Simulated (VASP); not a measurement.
Set up this calculation in VASP 6.6.1, as the native input.

```
Task                   : single point
Functional             : revPBE
Dispersion             : D3(BJ)
Potentials or basis    : VASP PAW PBE potentials, release 64 (S, Mg)
Cutoff                 : 520 eV
k mesh                 : 9 × 9 × 9
Occupations            : fermi-dirac, width 0.05 eV
Spin                   : no spin polarisation
Dipole correction      : no
Further INCAR settings : ALGO = Normal; EDIFF = 1e-07; NBANDS = 11
```

The structure of MgS (Niningerite) lies in POSCAR:

```
MgS
1.0
    0.0000000000      2.5600418618      2.5600418618
    2.5600418618      0.0000000000      2.5600418618
    2.5600418618      2.5600418618      0.0000000000
S Mg
1 1
Direct
    0.5000000000      0.5000000000      0.5000000000
    0.0000000000      0.0000000000      0.0000000000
```

One way to write it, as run:

INCAR

```
SYSTEM = MgS
  ALGO = Normal
  EDIFF = 1E-7
  ENCUT = 520
  GGA = RE
  ISIF = 2
  ISMEAR = -1
  IVDW = 12
  LASPH = .True.
  LCHARG = .False.
  LREAL = .False.
  LWAVE = .False.
  NBANDS = 11
  NELM = 60
  PREC = Accurate
  SIGMA = 0.05
```

KPOINTS

```
k-points
0
Gamma
  9 9 9
  0 0 0
```

Potentials or basis: VASP PAW PBE potentials, release 64 (S, Mg).

Command:

```console
$ cat potpaw_PBE.64/S/POTCAR potpaw_PBE.64/Mg/POTCAR > POTCAR
$ mpirun -np 1 vasp_std > vasp.out
```

It gave:

- Pressure: -0.4 GPa
- Band gap on the k mesh: 3.13 eV, indirect (least direct gap 4.23 eV)
- Dispersion energy per atom: -0.733 eV

Caveat: the PAW data sets were made with another functional, which shifts forces and pressure a little.

Run time: 7.3 s on 1 thread of AMD EPYC 9R45 96-Core Processor (Zen 5) (shared host), peak memory 0.14 GiB.
